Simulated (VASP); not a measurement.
# Fe: single point with PBEsol

Crystal: Fe.

```
CELL_PARAMETERS angstrom
-1.47130 1.47130 1.47130
1.47130 -1.47130 1.47130
1.47130 1.47130 -1.47130
ATOMIC_POSITIONS crystal
Fe 0.00000 0.00000 0.00000
```

This cell differs from its parent crystal: volume scaled by 1.06.

```
Program                : VASP 6.6.1
Task                   : single point
Functional             : PBEsol
Potentials or basis    : VASP PAW PBE potentials, release 64 (Fe)
Cutoff                 : 520 eV
k mesh                 : 13 × 13 × 13
Occupations            : fermi-dirac, width 0.05 eV
Spin                   : collinear spin, ferromagnetic start
Starting moments       : [3.0] μB
Dipole correction      : no
Further INCAR settings : ALGO = Fast; EDIFF = 1e-06; NBANDS = 14
```

The pressure is -20.5 GPa and the net moment is 2.54 μB per cell. The site moments are Fe +2.54 μB and the valence electrons inside the program's atomic spheres are Fe 7.06.

Levels at points of the mesh, in eV from the Fermi level:
Spin up:
| k point | band 2 | band 3 | band 4 | band 5 | band 6 | band 7 | band 8 | band 9 |
| --- | --- | --- | --- | --- | --- | --- | --- | --- |
| (0.00, 0.00, 0.00) | -2.20 | -2.20 | -2.20 | -1.10 | -1.10 | 23.80 | 23.80 | 23.80 |
Spin down:
| k point | band 1 | band 2 | band 3 | band 4 | band 5 | band 6 | band 7 | band 8 |
| --- | --- | --- | --- | --- | --- | --- | --- | --- |
| (0.00, 0.00, 0.00) | -7.61 | 0.11 | 0.11 | 0.11 | 1.78 | 1.78 | 23.66 | 23.66 |

It took 32 s on 1 thread of Intel(R) Xeon(R) Platinum 8488C (Sapphire Rapids) (shared host), peak memory 0.14 GiB.

Caveat: the PAW data sets were made with another functional, which shifts forces and pressure a little.
